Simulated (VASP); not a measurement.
A run of VASP 6.6.1 is set up as follows.

POSCAR

```
RbBr
1.0
    0.0000000000      3.4608321250      3.4608321250
    3.4608321250      0.0000000000      3.4608321250
    3.4608321250      3.4608321250      0.0000000000
Rb Br
1 1
Direct
    0.0000000000      0.0000000000      0.0000000000
    0.5000000000      0.5000000000      0.5000000000
```

INCAR.step1

```
  PREC = Accurate
  ENCUT = 500
  EDIFF = 1E-8
  ISMEAR = 0
  SIGMA = 0.01
  LREAL = False
  LASPH = True
  NELM = 100
  ALGO = Normal
  LWAVE = True
  LCHARG = False
  GGA = PE
```

The input INCAR.step2:

```
  PREC = Accurate
  ENCUT = 500
  EDIFF = 1E-8
  ISMEAR = 0
  SIGMA = 0.01
  LREAL = False
  LASPH = True
  NELM = 1
  ALGO = Exact
  LWAVE = True
  LCHARG = False
  GGA = PE
  NBANDS = 196
  LOPTICS = True
  ISTART = 1
```

Contents of INCAR.step3:

```
  PREC = Accurate
  ENCUT = 500
  EDIFF = 1E-8
  ISMEAR = 0
  SIGMA = 0.01
  LREAL = False
  LASPH = True
  ALGO = EVGW0
  LWAVE = False
  LCHARG = False
  GGA = PE
  NELMGW = 1
  NBANDS = 196
  ENCUTGW = 100.0
  NOMEGA = 96
  PRECFOCK = Fast
  ISTART = 1
  NBANDSGW = 16
  OMEGAMAX = 20
```

Contents of KPOINTS:

```
Automatic mesh
0
Gamma
  4 4 4
```

Potentials or basis: VASP PAW PBE potentials, release 64 (Rb_sv_GW, Br_GW).

Launch:

```sh
$ cat potpaw_PBE.64/Rb_sv_GW/POTCAR potpaw_PBE.64/Br_GW/POTCAR > POTCAR
$ cp INCAR.step1 INCAR
$ mpirun -np 1 vasp_std > vasp.out
$ cp INCAR.step2 INCAR
$ mpirun -np 1 vasp_std > vasp.out
$ cp INCAR.step3 INCAR
$ mpirun -np 1 vasp_std > vasp.out
```

Problem. What does it give for the quasiparticle gap?

Solution. 6.71 eV.

Problem. Predict the least direct quasiparticle gap.

Solution. 6.71 eV.

Problem. What does it give for the least direct gap of the starting levels on the mesh?

Solution. 4.28 eV.

Problem. Predict the band gap of the starting levels on the mesh.

Solution. 4.28 eV.

Caveat: the k points lie up to 0.39 Å⁻¹ apart; bands, screening cutoff and mesh are small and nothing is extrapolated, so the quasiparticle values aren't converged.
